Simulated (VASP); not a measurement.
# Ti2O (P-3m1) in VASP: further runs

Ti2O is run at these levels: r2SCAN; tasks: single point.

All numbers are computed with VASP 6.6.1; they aren't measurements. Logs are shortened: lines on timing, memory, paths and dates and some standing lists are left out, and cuts for length are marked.

### 1 The cell of the first run

Symmetry: P-3m1, No. 164, trigonal system. The conventional cell has a = 2.919 Å, b = 2.919 Å, c = 4.713 Å, α = 90.00°, β = 90.00°, γ = 120.00°. Within 2.8 Å of Ti (site symmetry 3m) lie 3 O at 2.14 Å and 3 Ti at 2.68 Å. O (site symmetry -3m) has 6 Ti at 2.14 Å within 2.8 Å.

### 2 Single point, r2SCAN

File POSCAR:

```
Ti2O
1.0
    2.9193980238      0.0000000000      0.0000000000
   -1.4596990119      2.5282728524      0.0000000000
    0.0000000000      0.0000000000      4.7130000000
Ti O
2 1
Direct
    0.6666666667      0.3333333333      0.2787400000
    0.3333333333      0.6666666667      0.7212600000
    0.0000000000      0.0000000000      0.0000000000
```

File INCAR.step1:

```
SYSTEM = Ti2O
  PREC = Accurate
  ENCUT = 1480
  ISMEAR = 0
  SIGMA = 0.1
  LREAL = .FALSE.
  LASPH = .TRUE.
  NELM = 120
  NBANDS = 22
  GGA = PE
  ALGO = Normal
  EDIFF = 1E-5
  LWAVE = .TRUE.
  LCHARG = .FALSE.
  GGA_COMPAT = .FALSE.
```

File INCAR.step2:

```
SYSTEM = Ti2O
  PREC = Accurate
  ENCUT = 1480
  EDIFF = 1E-6
  ISMEAR = 0
  SIGMA = 0.1
  LREAL = .FALSE.
  LASPH = .TRUE.
  NELM = 120
  ALGO = Normal
  ISIF = 2
  LWAVE = .FALSE.
  LCHARG = .TRUE.
  METAGGA = R2SCAN
  LMIXTAU = .TRUE.
  LELF = .TRUE.
  LVHAR = .TRUE.
  NBANDS = 22
  ISTART = 1
  GGA_COMPAT = .FALSE.
```

File KPOINTS:

```
regular mesh
0
G
  3 3 2
  0 0 0
```

Potentials or basis: VASP PAW PBE potentials, release 64 (Ti_sv, O_h).

On the command line:

```
$ cat potpaw_PBE.64/Ti_sv/POTCAR potpaw_PBE.64/O_h/POTCAR > POTCAR
$ cp INCAR.step1 INCAR
$ mpirun -np 1 vasp_std > vasp.out
$ cp INCAR.step2 INCAR
$ mpirun -np 1 vasp_std > vasp.out
```

OUTCAR:

```text
SYSTEM = Ti2O
   PREC = Accurate
   ENCUT = 1480
   EDIFF = 1E-6
   ISMEAR = 0
   LREAL = .FALSE.
   LASPH = .TRUE.
   NELM = 120
   ISIF = 2
   METAGGA = R2SCAN
   ISTART = 1

 ion  position               nearest neighbor table
   1  0.667  0.333  0.279-   3 2.14   3 2.14   3 2.14   2 2.68   2 2.68   2 2.68
   2  0.333  0.667  0.721-   3 2.14   3 2.14   3 2.14   1 2.68   1 2.68   1 2.68
   3  0.000  0.000  0.000-   1 2.14   2 2.14   1 2.14   2 2.14   1 2.14   2 2.14

  LATTYP: Found a hexagonal cell.
 ALAT       =     2.9193980238
 C/A-ratio  =     1.6143739091

  Lattice vectors:

 A1 = (   2.9193980238,   0.0000000000,   0.0000000000)
 A2 = (  -1.4596990119,   2.5282728524,   0.0000000000)
 A3 = (   0.0000000000,   0.0000000000,   4.7130000000)

Analysis of symmetry for initial positions (statically):
=====================================================================
 Subroutine PRICEL returns:
 Original cell was already a primitive cell.

 Routine SETGRP: Setting up the symmetry group for a
 hexagonal supercell.

 Subroutine GETGRP returns: Found 12 space group operations
 (whereof 12 operations were pure point group operations)
 out of a pool of 24 trial point group operations.

The static configuration has the point symmetry D_3d.

Analysis of symmetry for dynamics (positions and initial velocities):
=====================================================================
 Subroutine PRICEL returns:
 Original cell was already a primitive cell.

 Routine SETGRP: Setting up the symmetry group for a
 hexagonal supercell.

 Subroutine GETGRP returns: Found 12 space group operations
 (whereof 12 operations were pure point group operations)
 out of a pool of 24 trial point group operations.

The dynamic configuration has the point symmetry D_3d.

 Subroutine INISYM returns: Found 12 space group operations
 (whereof 12 operations are pure point group operations),
 and found     1 'primitive' translations

----------------------------------------------------------------------------------------

                                     Primitive cell

  volume of cell :      34.7868

  direct lattice vectors                    reciprocal lattice vectors
     2.919398024  0.000000000  0.000000000     0.342536369  0.197763465  0.000000000
    -1.459699012  2.528272852  0.000000000     0.000000000  0.395526930  0.000000000
     0.000000000  0.000000000  4.713000000     0.000000000  0.000000000  0.212179079

  length of vectors
     2.919398024  2.919398024  4.713000000     0.395526930  0.395526930  0.212179079

  position of ions in fractional coordinates (direct lattice)
     0.666666667  0.333333333  0.278740000
     0.333333333  0.666666667  0.721260000
     0.000000000  0.000000000  0.000000000

  ion indices of the primitive-cell ions
   primitive index   ion index
                 1           1
                 2           2
                 3           3

----------------------------------------------------------------------------------------

 KPOINTS: regular mesh

Automatic generation of k-mesh.
 Grid dimensions read from file:
 generate k-points for:    3    3    2

 Generating k-lattice:

  Cartesian coordinates                     Fractional coordinates (reciprocal lattice)
     0.114178790  0.065921155  0.000000000     0.333333333  0.000000000  0.000000000
     0.000000000  0.131842310  0.000000000     0.000000000  0.333333333  0.000000000
     0.000000000  0.000000000  0.106089540     0.000000000  0.000000000  0.500000000

  Length of vectors
     0.131842310  0.131842310  0.106089540

  Shift w.r.t. Gamma in fractional coordinates (k-lattice)
     0.000000000  0.000000000  0.000000000

 Subroutine IBZKPT returns following result:
 ===========================================

 Found      6 irreducible k-points:

 Following reciprocal coordinates:
            Coordinates               Weight
  0.000000  0.000000  0.000000      1.000000
  0.333333  0.000000  0.000000      6.000000
  0.333333  0.333333  0.000000      2.000000
  0.000000  0.000000  0.500000      1.000000
  0.333333  0.000000  0.500000      6.000000
  0.333333  0.333333  0.500000      2.000000
   k-points           NKPTS =      6   k-points in BZ     NKDIM =      6   number of bands    NBANDS=     22
   number of dos      NEDOS =    301   number of ions     NIONS =      3
   total plane-waves  NPLWV =  96000
   dimension x,y,z NGX =    40 NGY =   40 NGZ =   60
   dimension x,y,z NGXF=    80 NGYF=   80 NGZF=  120
   ions per type =               2   1
   NGX,Y,Z   is equivalent  to a cutoff of  22.78, 22.78, 21.16 a.u.
   NGXF,Y,Z  is equivalent  to a cutoff of  45.56, 45.56, 42.33 a.u.
 SYSTEM =  Ti2O
   PREC   = accura    normal or accurate (medium, high low for compatibility)
   ISTART =      1    job   : 0-new  1-cont  2-samecut
   ICHARG =      0    charge: 1-file 2-atom 10-const
   ISPIN  =      1    spin polarized calculation?
   LNONCOLLINEAR =      F non collinear calculations
   LSORBIT =      F    spin-orbit coupling
   LASPH  =      T    aspherical Exc in radial PAW
   ENCUT  = 1480.0 eV 108.78 Ry   10.43 a.u.   9.16  9.16 14.78*2*pi/ulx,y,z
   NELM   =    120;   NELMIN=  2; NELMDL=  0     # of ELM steps
   EDIFF  = 0.1E-05   stopping-criterion for ELM
   LREAL  =      F    real-space projection
[... 7 lines left out ...]
   TEBEG  =    0.0;   TEEND  =   0.0 temperature during run
   PSTRESS=    0.0 pullay stress
   NELECT =      30.0000    total number of electrons
   NUPDOWN=      -1.0000    fix difference up-down
   EMIN   =  10.00;   EMAX   =-10.00  energy-range for DOS
   EFERMI =   0.00;   METHOD = LEGACY
   ISMEAR =     0;   SIGMA  =   0.10  broadening in eV -4-tet -1-fermi 0-gaus
   EFERMI_NEDOS =   21; number of points for ismear=-14 and -15
   IALGO  =     38    algorithm
   IMIX   =      4    mixing-type and parameters
     AMIX     =   0.40;   BMIX     =  1.00
     AMIX_MAG =   1.60;   BMIX_MAG =  1.00
  volume/ion in A,a.u.               =      11.60        78.25
  Fermi-wavevector in a.u.,A,eV,Ry     =   1.558274  2.944710 33.037889  2.428216
  Thomas-Fermi vector in A             =   2.661802
   LORBIT       =      0    0 simple, 1 ext, 2 COOP (PROOUT), +10 PAW based schemes
   METAGGA = R2SCAN    functional components
   LHFCALC =     F    Hartree Fock is set to
   AEXX    =    0.0000 exact exchange contribution
   IVDW    =     0    specifies the selected vdW correction
   LEPSILON=     F    determine dielectric tensor
   LRPA    =     F    only Hartree local field effects (RPA)
 non-spin polarized calculation
 Gauss-broadening in eV      SIGMA  =   0.10
  energy-cutoff  :     1480.00
  volume of cell :       34.79
 maximum number of plane-waves:      4530
 NGX is ok and might be reduce to    40
   NGX = 19   NGY = 19   NGZ = 29

 number of electron      30.0000000 magnetization

 Free energy of the ion-electron system (eV)
  ---------------------------------------------------
  ext. energy  EPLUGINS =         0.00000000
  ---------------------------------------------------
  free energy    TOTEN  =       -37.70546021 eV

  energy without entropy =      -37.69278102  energy(sigma->0) =      -37.69912062

 E-fermi :  10.9697     XC(G=0): -13.3884

 val. band max:       10.9251390577   @ k =   0.0000   0.0000   0.5000
 cond. band min:      11.0654232142   @ k =   0.3333   0.0000   0.5000
 fundamental gap:      0.1402841565
 Fermi energy:        10.9697263274

 k-point     1 :       0.0000    0.0000    0.0000
  band No.  band energies     occupation
      1     -48.8233      2.00000
      2     -48.6350      2.00000
      3     -24.5329      2.00000
      4     -23.7291      2.00000
      5     -23.7291      2.00000
      6     -23.6147      2.00000
      7     -23.6014      2.00000
      8     -23.6014      2.00000
      9     -11.6481      2.00000
     10       2.7926      2.00000
     11       4.6113      2.00000
     12       4.6113      2.00000
     13       6.7155      2.00000
     14      10.1966      2.00000
     15      11.2031      0.00096
     16      11.2692      0.00002
     17      11.2692      0.00002
     18      11.7770      0.00000
     19      11.7770      0.00000
     20      12.2974      0.00000
     21      12.2974      0.00000
     22      15.1149      0.00000

 k-point     2 :       0.3333    0.0000    0.0000
  band No.  band energies     occupation
      1     -48.7197      2.00000
      2     -48.6117      2.00000
      3     -24.2736      2.00000
      4     -24.2116      2.00000
      5     -23.9874      2.00000
      6     -23.8661      2.00000
      7     -23.6902      2.00000
      8     -23.6494      2.00000
      9     -11.2757      2.00000
     10       2.5409      2.00000
     11       3.3936      2.00000
     12       4.2193      2.00000
     13       8.0359      2.00000
     14       9.0499      2.00000
     15      10.0445      2.00000
     16      12.0120      0.00000
     17      12.0902      0.00000
     18      13.1409      0.00000
     19      13.1653      0.00000
     20      13.6774      0.00000
     21      13.8021      0.00000
     22      14.5381      0.00000

 k-point     3 :       0.3333    0.3333    0.0000
  band No.  band energies     occupation
      1     -48.6337      2.00000
      2     -48.6337      2.00000
      3     -24.2663      2.00000
      4     -24.1397      2.00000
      5     -24.1397      2.00000
      6     -23.8949      2.00000
      7     -23.8321      2.00000
      8     -23.8321      2.00000
      9     -11.1282      2.00000
     10       2.8984      2.00000
     11       2.8984      2.00000
     12       3.6266      2.00000
     13       8.6233      2.00000
     14       9.3362      2.00000
     15       9.3362      2.00000
     16      12.4469      0.00000
     17      12.4469      0.00000
     18      12.9576      0.00000
     19      13.4014      0.00000
     20      13.7793      0.00000
     21      13.7793      0.00000
     22      15.5685      0.00000

 k-point     4 :       0.0000    0.0000    0.5000
  band No.  band energies     occupation
      1     -48.7905      2.00000
      2     -48.6687      2.00000
      3     -24.2278      2.00000
      4     -23.9480      2.00000
      5     -23.7161      2.00000
      6     -23.7161      2.00000
      7     -23.6144      2.00000
      8     -23.6144      2.00000
      9     -11.5733      2.00000
     10       2.2823      2.00000
     11       4.5187      2.00000
     12       4.5187      2.00000
     13       8.6078      2.00000
     14       8.8476      2.00000
     15      10.9251      1.47167
     16      10.9251      1.47167
     17      12.2202      0.00000
     18      12.8202      0.00000
     19      12.8202      0.00000
     20      13.2710      0.00000
     21      13.2710      0.00000
     22      13.3943      0.00000

 k-point     5 :       0.3333    0.0000    0.5000
  band No.  band energies     occupation
      1     -48.7012      2.00000
      2     -48.6304      2.00000
      3     -24.3118      2.00000
      4     -24.2718      2.00000
      5     -23.8498      2.00000
      6     -23.8237      2.00000
      7     -23.7255      2.00000
      8     -23.6931      2.00000
      9     -11.2846      2.00000
     10       2.6617      2.00000
     11       3.3034      2.00000
     12       4.2698      2.00000
     13       8.5563      2.00000
     14       9.4230      2.00000
     15       9.7216      2.00000
     16      11.0654      0.17594
     17      11.7501      0.00000
     18      13.0232      0.00000
     19      13.0816      0.00000
     20      13.5475      0.00000
     21      13.6565      0.00000
     22      15.0665      0.00000

 k-point     6 :       0.3333    0.3333    0.5000
  band No.  band energies     occupation
      1     -48.6337      2.00000
      2     -48.6337      2.00000
      3     -24.2581      2.00000
      4     -24.2581      2.00000
      5     -24.1404      2.00000
      6     -24.0270      2.00000
      7     -23.7082      2.00000
      8     -23.7082      2.00000
      9     -11.1136      2.00000
     10       2.8214      2.00000
     11       2.8214      2.00000
     12       3.5316      2.00000
     13       8.9785      2.00000
     14       9.7202      2.00000
     15       9.7202      2.00000
     16      12.3043      0.00000
     17      12.3043      0.00000
     18      12.5973      0.00000
     19      13.6883      0.00000
     20      13.6883      0.00000
     21      14.2863      0.00000
     22      14.3088      0.00000

------------------------ aborting loop because EDIFF is reached ----------------------------------------

  FORCE on cell =-STRESS in cart. coord.  units (eV):
  Direction    XX          YY          ZZ          XY          YZ          ZX
  --------------------------------------------------------------------------------------
  -------------------------------------------------------------------------------------
  Total        1.7285849      1.7285849      3.9351044      0.0000000     -0.0000000     -0.0000000
  in kB       79.6134781     79.6134781    181.2392035      0.0000000     -0.0000000     -0.0000000
  external PRESSURE =     113.4887199 kB  Pullay stress =       0.0000000 kB

 VOLUME and BASIS-vectors are now :
 -----------------------------------------------------------------------------
  energy-cutoff  :     1480.00
  volume of cell :       34.79
      direct lattice vectors                 reciprocal lattice vectors
     2.919398024  0.000000000  0.000000000     0.342536369  0.197763465  0.000000000
    -1.459699012  2.528272852  0.000000000     0.000000000  0.395526930  0.000000000
     0.000000000  0.000000000  4.713000000     0.000000000  0.000000000  0.212179079

 POSITION                                       TOTAL-FORCE (eV/Angst)
 -----------------------------------------------------------------------------------
      1.45970      0.84276      1.31370         0.000000     -0.000000     -1.117128
     -0.00000      1.68552      3.39930        -0.000000      0.000000      1.117128
      0.00000      0.00000      0.00000        -0.000000      0.000000      0.000000
 -----------------------------------------------------------------------------------
    total drift:                               -0.000000     -0.000000     -0.000000

  FREE ENERGIE OF THE ION-ELECTRON SYSTEM (eV)
  ---------------------------------------------------
  free  energy   TOTEN  =       -37.7054602130 eV

  energy  without entropy=      -37.6927810218  energy(sigma->0) =      -37.69912062
```

Run time: 97 s. Hardware: 1 thread of Intel Xeon Platinum 8259CL at 2.50GHz (Skylake/Cascade Lake), shared host; peak memory 0.33 GiB.

What came out:

* Free energy: -37.7055 eV
* Pressure: 11.3 GPa
* Largest force: 1.117 eV/Å
* Band gap on the k mesh: zero (bands 15 and 16 overlap by 0.28 eV)

Forces in eV/Å, atoms in the order of the input:
```
Ti   0.000  0.000 -1.117
Ti   0.000  0.000  1.117
O    0.000  0.000  0.000
```

Stress tensor (GPa, compression positive):
```
 7.96  0.00  0.00
 0.00  7.96  0.00
 0.00  0.00 18.12
```

Levels at points of the mesh, in eV from the Fermi level:
```tsv
k point	band 12	band 13	band 14	band 15	band 16	band 17	band 18	band 19
(0.00, 0.00, 0.00)	-6.36	-4.25	-0.77	0.23	0.30	0.30	0.81	0.81
(0.00, 0.00, 0.50)	-6.45	-2.36	-2.12	-0.04	-0.04	1.25	1.85	1.85
```

Caveat: the k points lie up to 0.83 Å⁻¹ apart, too coarse for converged energies, forces and pressures; the PAW data sets were made with another functional, which shifts forces and pressure a little.

[end of part 1 of 2]

The gap in the log of VASP goes by the Fermi energy; the results here count the filled bands.